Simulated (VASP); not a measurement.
# Ca4BeBi (F-43m) in VASP: notebook

Ca4BeBi is run at these levels: PBE; tasks: single point, relaxation of cell and atoms.

Everything below comes from runs of VASP 6.6.1. Logs are shortened: lines on timing, memory, paths and dates and some standing lists are left out, and cuts for length are marked.

## Step 1: The cell of the first run

The structure is cubic, space group F-43m (No. 216). Conventional cell: a = 9.320 Å, b = 9.320 Å, c = 9.320 Å, α = 90.00°, β = 90.00°, γ = 90.00°. Ca (site symmetry 3m) has 6 Ca at 3.28 to 3.31 Å and 3 Bi at 3.86 Å and 3 Be at 3.87 Å within 4.3 Å. Within 5.1 Å of Be (site symmetry -43m) lie 12 Ca at 3.87 Å and 4 Bi at 4.04 Å. Bi (site symmetry -43m) has 12 Ca at 3.86 Å and 4 Be at 4.04 Å within 5.1 Å.

## Step 2: Single point, PBE

The input, INCAR:

```
SYSTEM = Ca4BeBi
PREC = Accurate
ENCUT = 520
EDIFF = 1E-6
ISMEAR = 0
SIGMA = 0.1
LREAL = .FALSE.
LASPH = .TRUE.
NELM = 80
ALGO = Fast
ISIF = 2
LWAVE = .FALSE.
LCHARG = .TRUE.
GGA = PE
LELF = .TRUE.
LVHAR = .TRUE.
NBANDS = 38
```

The input, KPOINTS:

```
Automatic mesh
0
G
  4 4 4
  0 0 0
```

The input, POSCAR:

```
Ca4BeBi
1.0
    0.0000000000      4.6599397121      4.6599397121
    4.6599397121      0.0000000000      4.6599397121
    4.6599397121      4.6599397121      0.0000000000
Ca Be Bi
4 1 1
Direct
    0.3756329088      0.8731012737      0.3756329088
    0.3756329088      0.3756329088      0.8731012737
    0.3756329088      0.3756329088      0.3756329088
    0.8731012737      0.3756329088      0.3756329088
    0.0000000000      0.0000000000      0.0000000000
    0.7500000000      0.7500000000      0.7500000000
```

Potentials or basis: VASP PAW PBE potentials, release 64 (Ca_sv, Be, Bi_d).

Command:

```console
cat potpaw_PBE.64/Ca_sv/POTCAR potpaw_PBE.64/Be/POTCAR potpaw_PBE.64/Bi_d/POTCAR > POTCAR
mpirun -np 1 vasp_std > vasp.out
```

OUTCAR:

```text
SYSTEM = Ca4BeBi
   PREC = Accurate
   ENCUT = 520
   EDIFF = 1E-6
   ISMEAR = 0
   LREAL = .FALSE.
   LASPH = .TRUE.
   NELM = 80
   ISIF = 2
   GGA = PE

 ion  position               nearest neighbor table
   1  0.376  0.873  0.376-
   2  0.376  0.376  0.873-
   3  0.376  0.376  0.376-
   4  0.873  0.376  0.376-
   5  0.000  0.000  0.000-
   6  0.750  0.750  0.750-

  LATTYP: Found a face centered cubic cell.
 ALAT       =     9.3198794242

  Lattice vectors:

 A1 = (   0.0000000000,   4.6599397121,   4.6599397121)
 A2 = (   4.6599397121,   0.0000000000,   4.6599397121)
 A3 = (   4.6599397121,   4.6599397121,   0.0000000000)

Analysis of symmetry for initial positions (statically):
=====================================================================
 Subroutine PRICEL returns:
 Original cell was already a primitive cell.

 Routine SETGRP: Setting up the symmetry group for a
 face centered cubic supercell.

 Subroutine GETGRP returns: Found 24 space group operations
 (whereof 24 operations were pure point group operations)
 out of a pool of 48 trial point group operations.

The static configuration has the point symmetry T_d .

Analysis of symmetry for dynamics (positions and initial velocities):
=====================================================================
 Subroutine PRICEL returns:
 Original cell was already a primitive cell.

 Routine SETGRP: Setting up the symmetry group for a
 face centered cubic supercell.

 Subroutine GETGRP returns: Found 24 space group operations
 (whereof 24 operations were pure point group operations)
 out of a pool of 48 trial point group operations.

The dynamic configuration has the point symmetry T_d .

 Subroutine INISYM returns: Found 24 space group operations
 (whereof 24 operations are pure point group operations),
 and found     1 'primitive' translations

----------------------------------------------------------------------------------------

                                     Primitive cell

  volume of cell :     202.3815

  direct lattice vectors                    reciprocal lattice vectors
     0.000000000  4.659939712  4.659939712    -0.107297525  0.107297525  0.107297525
     4.659939712  0.000000000  4.659939712     0.107297525 -0.107297525  0.107297525
     4.659939712  4.659939712  0.000000000     0.107297525  0.107297525 -0.107297525

  length of vectors
     6.590149941  6.590149941  6.590149941     0.185844766  0.185844766  0.185844766

  position of ions in fractional coordinates (direct lattice)
     0.375632909  0.873101274  0.375632909
     0.375632909  0.375632909  0.873101274
     0.375632909  0.375632909  0.375632909
     0.873101274  0.375632909  0.375632909
     0.000000000  0.000000000  0.000000000
     0.750000000  0.750000000  0.750000000

  ion indices of the primitive-cell ions
   primitive index   ion index
                 1           1
                 2           2
                 3           3
                 4           4
                 5           5
                 6           6

----------------------------------------------------------------------------------------

 KPOINTS: Automatic mesh

Automatic generation of k-mesh.
 Grid dimensions read from file:
 generate k-points for:    4    4    4

 Generating k-lattice:

  Cartesian coordinates                     Fractional coordinates (reciprocal lattice)
    -0.026824381  0.026824381  0.026824381     0.250000000  0.000000000  0.000000000
     0.026824381 -0.026824381  0.026824381     0.000000000  0.250000000  0.000000000
     0.026824381  0.026824381 -0.026824381     0.000000000  0.000000000  0.250000000

  Length of vectors
     0.046461191  0.046461191  0.046461191

  Shift w.r.t. Gamma in fractional coordinates (k-lattice)
     0.000000000  0.000000000  0.000000000

 Subroutine IBZKPT returns following result:
 ===========================================

 Found      8 irreducible k-points:

 Following reciprocal coordinates:
            Coordinates               Weight
  0.000000  0.000000  0.000000      1.000000
  0.250000  0.000000  0.000000      8.000000
  0.500000  0.000000  0.000000      4.000000
  0.250000  0.250000  0.000000      6.000000
  0.500000  0.250000  0.000000     24.000000
 -0.250000  0.250000  0.000000     12.000000
  0.500000  0.500000  0.000000      3.000000
 -0.250000  0.500000  0.250000      6.000000
   k-points           NKPTS =      8   k-points in BZ     NKDIM =      8   number of bands    NBANDS=     38
   number of dos      NEDOS =    301   number of ions     NIONS =      6
   total plane-waves  NPLWV = 125000
   dimension x,y,z NGX =    50 NGY =   50 NGZ =   50
   dimension x,y,z NGXF=   100 NGYF=  100 NGZF=  100
   ions per type =               4   1   1
   NGX,Y,Z   is equivalent  to a cutoff of  12.61, 12.61, 12.61 a.u.
   NGXF,Y,Z  is equivalent  to a cutoff of  25.23, 25.23, 25.23 a.u.
 SYSTEM =  Ca4BeBi
   PREC   = accura    normal or accurate (medium, high low for compatibility)
   ISTART =      0    job   : 0-new  1-cont  2-samecut
   ICHARG =      2    charge: 1-file 2-atom 10-const
   ISPIN  =      1    spin polarized calculation?
   LNONCOLLINEAR =      F non collinear calculations
   LSORBIT =      F    spin-orbit coupling
   LASPH  =      T    aspherical Exc in radial PAW
   ENCUT  =  520.0 eV  38.22 Ry    6.18 a.u.  12.25 12.25 12.25*2*pi/ulx,y,z
   NELM   =     80;   NELMIN=  2; NELMDL= -5     # of ELM steps
   EDIFF  = 0.1E-05   stopping-criterion for ELM
   LREAL  =      F    real-space projection
   EDIFFG = 0.1E-04   stopping-criterion for IOM
   NSW    =      0    number of steps for IOM
   IBRION =     -1    ionic relax: 0-MD 1-quasi-New 2-CG
   NFREE  =      0    steps in history (QN), initial steepest desc. (CG)
   ISIF   =      2    stress and relaxation
   ISYM   =      2    0-nonsym 1-usesym 2-fastsym
   POTIM  = 0.5000    time-step for ionic-motion
   TEBEG  =    0.0;   TEEND  =   0.0 temperature during run
   PSTRESS=    0.0 pullay stress
   NELECT =      57.0000    total number of electrons
   NUPDOWN=      -1.0000    fix difference up-down
   EMIN   =  10.00;   EMAX   =-10.00  energy-range for DOS
   EFERMI =   0.00;   METHOD = LEGACY
   ISMEAR =     0;   SIGMA  =   0.10  broadening in eV -4-tet -1-fermi 0-gaus
   EFERMI_NEDOS =   21; number of points for ismear=-14 and -15
   IALGO  =     68    algorithm
   IMIX   =      4    mixing-type and parameters
     AMIX     =   0.40;   BMIX     =  1.00
     AMIX_MAG =   1.60;   BMIX_MAG =  1.00
  volume/ion in A,a.u.               =      33.73       227.62
  Fermi-wavevector in a.u.,A,eV,Ry     =   1.073106  2.027877 15.667891  1.151558
  Thomas-Fermi vector in A             =   2.208896
   LORBIT       =      0    0 simple, 1 ext, 2 COOP (PROOUT), +10 PAW based schemes
   GGA     = PE    functional components
   LHFCALC =     F    Hartree Fock is set to
   AEXX    =    0.0000 exact exchange contribution
   IVDW    =     0    specifies the selected vdW correction
   LEPSILON=     F    determine dielectric tensor
   LRPA    =     F    only Hartree local field effects (RPA)
 non-spin polarized calculation
 RMM-DIIS sequential band-by-band and
 Gauss-broadening in eV      SIGMA  =   0.10
  energy-cutoff  :      520.00
  volume of cell :      202.38
 maximum number of plane-waves:      5577
 NGX is ok and might be reduce to    50
   NGX = 25   NGY = 25   NGZ = 25

 number of electron      57.0000012 magnetization

 Free energy of the ion-electron system (eV)
  ---------------------------------------------------
  ext. energy  EPLUGINS =         0.00000000
  ---------------------------------------------------
  free energy    TOTEN  =       -12.34202917 eV

  energy without entropy =      -12.32440665  energy(sigma->0) =      -12.33321791

 E-fermi :   2.9416     XC(G=0):  -8.3369

 val. band max:        2.8651472732   @ k =   0.2500   0.2500   0.0000
 cond. band min:       3.0213985033   @ k =   0.0000   0.0000   0.0000
 fundamental gap:      0.1562512301
 Fermi energy:         2.9415650644

 k-point     1 :       0.0000    0.0000    0.0000
  band No.  band energies     occupation
      1     -38.7633      2.00000
      2     -38.6841      2.00000
      3     -38.6841      2.00000
      4     -38.6841      2.00000
      5     -20.1377      2.00000
      6     -19.9006      2.00000
[... 30 lines left out ...]
     37       5.2934      0.00000
     38       6.0067      0.00000

 k-point     2 :       0.2500    0.0000    0.0000
  band No.  band energies     occupation
      1     -38.7551      2.00000
      2     -38.6924      2.00000
      3     -38.6841      2.00000
      4     -38.6841      2.00000
      5     -20.0867      2.00000
      6     -19.8806      2.00000
[... 30 lines left out ...]
     37       5.3702      0.00000
     38       5.3773      0.00000

 k-point     3 :       0.5000    0.0000    0.0000
  band No.  band energies     occupation
      1     -38.7437      2.00000
      2     -38.7039      2.00000
      3     -38.6841      2.00000
      4     -38.6841      2.00000
      5     -20.0337      2.00000
      6     -19.8664      2.00000
[... 30 lines left out ...]
     37       5.0836      0.00000
     38       5.0861      0.00000

 k-point     4 :       0.2500    0.2500    0.0000
  band No.  band energies     occupation
      1     -38.7518      2.00000
      2     -38.6957      2.00000
      3     -38.6841      2.00000
      4     -38.6841      2.00000
      5     -20.0636      2.00000
      6     -19.9014      2.00000
[... 30 lines left out ...]
     37       4.9775      0.00000
     38       5.6200      0.00000

 k-point     5 :       0.5000    0.2500    0.0000
  band No.  band energies     occupation
      1     -38.7380      2.00000
      2     -38.7097      2.00000
      3     -38.6841      2.00000
      4     -38.6841      2.00000
      5     -19.9897      2.00000
      6     -19.8789      2.00000
[... 30 lines left out ...]
     37       5.0117      0.00000
     38       5.3362      0.00000

 k-point     6 :      -0.2500    0.2500    0.0000
  band No.  band energies     occupation
      1     -38.7437      2.00000
      2     -38.7039      2.00000
      3     -38.6841      2.00000
      4     -38.6841      2.00000
      5     -20.0198      2.00000
      6     -19.8702      2.00000
[... 30 lines left out ...]
     37       5.0830      0.00000
     38       5.2225      0.00000

 k-point     7 :       0.5000    0.5000    0.0000
  band No.  band energies     occupation
      1     -38.7262      2.00000
      2     -38.7216      2.00000
      3     -38.6841      2.00000
      4     -38.6841      2.00000
      5     -19.9342      2.00000
      6     -19.9251      2.00000
[... 30 lines left out ...]
     37       5.0971      0.00000
     38       5.2914      0.00000

 k-point     8 :      -0.2500    0.5000    0.2500
  band No.  band energies     occupation
      1     -38.7262      2.00000
      2     -38.7215      2.00000
      3     -38.6841      2.00000
      4     -38.6841      2.00000
      5     -19.9181      2.00000
      6     -19.9055      2.00000
[... 30 lines left out ...]
     37       5.1159      0.00000
     38       5.3417      0.00000

------------------------ aborting loop because EDIFF is reached ----------------------------------------

  FORCE on cell =-STRESS in cart. coord.  units (eV):
  Direction    XX          YY          ZZ          XY          YZ          ZX
  --------------------------------------------------------------------------------------
  -------------------------------------------------------------------------------------
  Total        0.2982788      0.2982788      0.2982788     -0.0000000     -0.0000000      0.0000000
  in kB        2.3613596      2.3613596      2.3613596     -0.0000000     -0.0000000      0.0000000
  external PRESSURE =       2.3613596 kB  Pullay stress =       0.0000000 kB

 VOLUME and BASIS-vectors are now :
 -----------------------------------------------------------------------------
  energy-cutoff  :      520.00
  volume of cell :      202.38
      direct lattice vectors                 reciprocal lattice vectors
     0.000000000  4.659939712  4.659939712    -0.107297525  0.107297525  0.107297525
     4.659939712  0.000000000  4.659939712     0.107297525 -0.107297525  0.107297525
     4.659939712  4.659939712  0.000000000     0.107297525  0.107297525 -0.107297525

 POSITION                                       TOTAL-FORCE (eV/Angst)
 -----------------------------------------------------------------------------------
      5.81903      3.50085      5.81903         0.007785     -0.007785      0.007785
      5.81903      5.81903      3.50085         0.007785      0.007785     -0.007785
      3.50085      3.50085      3.50085        -0.007785     -0.007785     -0.007785
      3.50085      5.81903      5.81903        -0.007785      0.007785      0.007785
      0.00000      0.00000      0.00000         0.000000      0.000000      0.000000
      6.98991      6.98991      6.98991         0.000000      0.000000      0.000000
 -----------------------------------------------------------------------------------
    total drift:                               -0.000001     -0.000001     -0.000001

  FREE ENERGIE OF THE ION-ELECTRON SYSTEM (eV)
  ---------------------------------------------------
  free  energy   TOTEN  =       -12.3420291687 eV

  energy  without entropy=      -12.3244066476  energy(sigma->0) =      -12.33321791
```

Run time: 6.9 min. Hardware: 1 thread of Oxide Virtual Turin-like, shared host; peak memory 0.35 GiB.

Results:

- Free energy: -12.3420 eV
- Pressure: 0.2 GPa
- Largest force: 0.013 eV/Å
- Band gap on the k mesh: zero (an odd number of electrons rules out a gap without spin polarisation)

Forces in eV/Å, atoms in the order of the input:
```
Ca   0.008 -0.008  0.008
Ca   0.008  0.008 -0.008
Ca  -0.008 -0.008 -0.008
Ca  -0.008  0.008  0.008
Be   0.000  0.000  0.000
Bi   0.000  0.000  0.000
```

Caveat: spin-orbit coupling is left out, which moves the levels of the heavy elements.

## Step 3: Relaxation of cell and atoms, PBE

This run uses another cell than the first one, of 23.80 Å³/atom.

The input, INCAR:

```
SYSTEM = Ca4BeBi
  PREC = Accurate
  ENCUT = 600
  EDIFF = 1E-6
  ISMEAR = 0
  SIGMA = 0.1
  LREAL = .False.
  LASPH = .True.
  NELM = 80
  ALGO = Fast
  ISIF = 3
  LWAVE = .False.
  LCHARG = .False.
  GGA = PE
  IBRION = 2
  NSW = 90
  EDIFFG = -0.04
```

The input, KPOINTS:

```
regular mesh
0
Gamma
  4 4 4
  0 0 0
```

The input, POSCAR:

```
Ca4BeBi
1.0
    0.0000000000      4.1485290662      4.1485290662
    4.1485290662      0.0000000000      4.1485290662
    4.1485290662      4.1485290662      0.0000000000
Ca Be Bi
4 1 1
Direct
    0.3750000000      0.8750000000      0.3750000000
    0.3750000000      0.3750000000      0.8750000000
    0.3750000000      0.3750000000      0.3750000000
    0.8750000000      0.3750000000      0.3750000000
    0.0000000000      0.0000000000      0.0000000000
    0.7500000000      0.7500000000      0.7500000000
```

Potentials or basis: VASP PAW PBE potentials, release 64 (Ca_sv, Be, Bi_d).

Command:

```console
cat potpaw_PBE.64/Ca_sv/POTCAR potpaw_PBE.64/Be/POTCAR potpaw_PBE.64/Bi_d/POTCAR > POTCAR
mpirun -np 1 vasp_std > vasp.out
```

OUTCAR:

```text
SYSTEM = Ca4BeBi
   PREC = Accurate
   ENCUT = 600
   EDIFF = 1E-6
   ISMEAR = 0
   LREAL = .False.
   LASPH = .True.
   NELM = 80
   ISIF = 3
   GGA = PE
   IBRION = 2
   NSW = 90
   EDIFFG = -0.04

 ion  position               nearest neighbor table
   1  0.375  0.875  0.375-   3 2.93   2 2.93   2 2.93   3 2.93   4 2.93   4 2.93   6 3.44   6 3.44
                             6 3.44
   2  0.375  0.375  0.875-   3 2.93   1 2.93   3 2.93   4 2.93   1 2.93   4 2.93   6 3.44   6 3.44
                             6 3.44
   3  0.375  0.375  0.375-   1 2.93   2 2.93   4 2.93   2 2.93   1 2.93   4 2.93   6 3.44   6 3.44
                             6 3.44
   4  0.875  0.375  0.375-   3 2.93   2 2.93   1 2.93   1 2.93   2 2.93   3 2.93   6 3.44   6 3.44
                             6 3.44
   5  0.000  0.000  0.000-
   6  0.750  0.750  0.750-   1 3.44   2 3.44   3 3.44   2 3.44   3 3.44   4 3.44   1 3.44   3 3.44
                             4 3.44   2 3.44   1 3.44   4 3.44

  LATTYP: Found a face centered cubic cell.
 ALAT       =     8.2970581324

  Lattice vectors:

 A1 = (   0.0000000000,   4.1485290662,   4.1485290662)
 A2 = (   4.1485290662,   0.0000000000,   4.1485290662)
 A3 = (   4.1485290662,   4.1485290662,   0.0000000000)

Analysis of symmetry for initial positions (statically):
=====================================================================
 Subroutine PRICEL returns:
 Original cell was already a primitive cell.

 Routine SETGRP: Setting up the symmetry group for a
[... 148 lines left out ...]
 maximum number of plane-waves:      4801
 NGX is ok and might be reduce to    48
   NGX = 23   NGY = 23   NGZ = 23

--------------------------------------- Ionic step        1  -------------------------------------------

 number of electron      57.0000000 magnetization

 Free energy of the ion-electron system (eV)
  ---------------------------------------------------
  ext. energy  EPLUGINS =         0.00000000
  ---------------------------------------------------
  free energy    TOTEN  =       -10.72121934 eV

  energy without entropy =      -10.69785500  energy(sigma->0) =      -10.70953717

 E-fermi :   5.0419     XC(G=0):  -9.6497

 val. band max:        4.9123034449   @ k =  -0.2500   0.5000   0.2500
 cond. band min:       5.0593090065   @ k =   0.0000   0.0000   0.0000
 fundamental gap:      0.1470055616
 Fermi energy:         5.0419286251

 k-point     1 :       0.0000    0.0000    0.0000
  band No.  band energies     occupation
      1     -36.1307      2.00000
      2     -35.8412      2.00000
      3     -35.8412      2.00000
      4     -35.8412      2.00000
      5     -18.2145      2.00000
      6     -17.4913      2.00000
[... 444 lines left out ...]
--------------------------------------- Ionic step        5  -------------------------------------------

 number of electron      56.9999999 magnetization

 Free energy of the ion-electron system (eV)
  ---------------------------------------------------
  ext. energy  EPLUGINS =         0.00000000
  ---------------------------------------------------
  free energy    TOTEN  =       -12.33145132 eV

  energy without entropy =      -12.31173631  energy(sigma->0) =      -12.32159381

 E-fermi :   2.8267     XC(G=0):  -8.2598

 val. band max:        2.7611650848   @ k =   0.2500   0.2500   0.0000
 cond. band min:       2.8962854484   @ k =   0.5000   0.0000   0.0000
 fundamental gap:      0.1351203636
 Fermi energy:         2.8266560832

 k-point     1 :       0.0000    0.0000    0.0000
  band No.  band energies     occupation
      1     -38.9236      2.00000
      2     -38.8511      2.00000
      3     -38.8511      2.00000
      4     -38.8511      2.00000
      5     -20.2661      2.00000
      6     -20.0511      2.00000
[... 318 lines left out ...]
  FREE ENERGIE OF THE ION-ELECTRON SYSTEM (eV)
  ---------------------------------------------------
  free  energy   TOTEN  =       -12.3314513196 eV

  energy  without entropy=      -12.3117363093  energy(sigma->0) =      -12.32159381

 reached required accuracy - stopping structural energy minimisation
```

Run time: 22 min. Hardware: 1 thread of Oxide Virtual Turin-like, shared host; peak memory 0.33 GiB.

Results:

- Free energy: -12.3315 eV
- Relaxed volume: 34.49 Å³/atom
- Relaxed cell: a = 6.639 Å, b = 6.639 Å, c = 6.639 Å, α = 60.00°, β = 60.00°, γ = 60.00°
- Space group after relaxing (to 0.1 Å): F-43m (No. 216)
- Energy gained by relaxing: 268.4 meV/atom
- Ionic steps: 5
- Pressure after relaxing: -0.1 GPa
- Band gap on the k mesh: zero (an odd number of electrons rules out a gap without spin polarisation)

Step by step:
```tsv
step	energy change (eV)	largest force (eV/Å)	pressure (GPa)	volume (Å³)
1	0.0000	0.1109	10.83	142.79
2	-1.3964	0.0211	2.73	178.70
3	-1.5925	0.0040	0.56	197.10
4	-1.6087	0.0003	0.22	202.74
5	-1.6102	0.0011	-0.11	206.93
```

Final structure:
```
Ca Be Bi
1.0
     0.00000    4.69460    4.69460
     4.69460    0.00000    4.69460
     4.69460    4.69460    0.00000
Ca Be Bi
4 1 1
Direct
  0.37561 0.87317 0.37561
  0.37561 0.37561 0.87317
  0.37561 0.37561 0.37561
  0.87317 0.37561 0.37561
  0.00000 0.00000 0.00000
  0.75000 0.75000 0.75000
```

Caveat: the volume moved by over 15 % at a fixed basis, so the end points are rough; spin-orbit coupling is left out, which moves the levels of the heavy elements.

(Part 1 of 2 ends here.)

The gap in the log of VASP goes by the Fermi energy; the results here count the filled bands.